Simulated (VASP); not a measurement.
**Te: single point with PBE**

Te:

```
Te
1.0
     0.00000    2.48223    2.48223
     2.48223    0.00000    2.48223
     2.48223    2.48223    0.00000
Te
1
Direct
  0.00000 0.00000 0.00000
```

This isn't the form of Te at room conditions, which is trigonal, of chains.

```
Program                : VASP 6.6.1
Task                   : single point
Functional             : PBE
Potentials or basis    : VASP PAW PBE potentials, release 64 (Te)
Cutoff                 : 520 eV
k mesh                 : 18 × 18 × 18
Occupations            : fermi-dirac, width 0.1 eV
Spin                   : no spin polarisation
Dipole correction      : no
Further INCAR settings : ALGO = Normal; EDIFF = 1e-06; NBANDS = 9
```

| Quantity | Value |
| --- | --- |
| Pressure | -3.5 GPa |
| Band gap on the k mesh | zero (bands 3 and 4 overlap by 4.45 eV) |

Levels at points of the mesh, in eV from the Fermi level:
```tsv
k point	band 1	band 2	band 3	band 4	band 5	band 6
(0.00, 0.00, 0.00)	-13.27	2.66	2.66	2.66	8.94	9.40
(0.50, 0.00, 0.00)	-10.79	-5.46	1.52	1.52	6.71	8.70
(0.50, 0.50, 0.00)	-9.82	-4.80	-0.71	-0.71	3.94	4.63
```

Wall time 15 s on 1 thread of Intel(R) Xeon(R) 6975P-C (Granite Rapids) (shared host), peak memory 0.19 GiB.

Caveat: the cell stands under tension; spin-orbit coupling is left out, which moves the levels of the heavy elements.
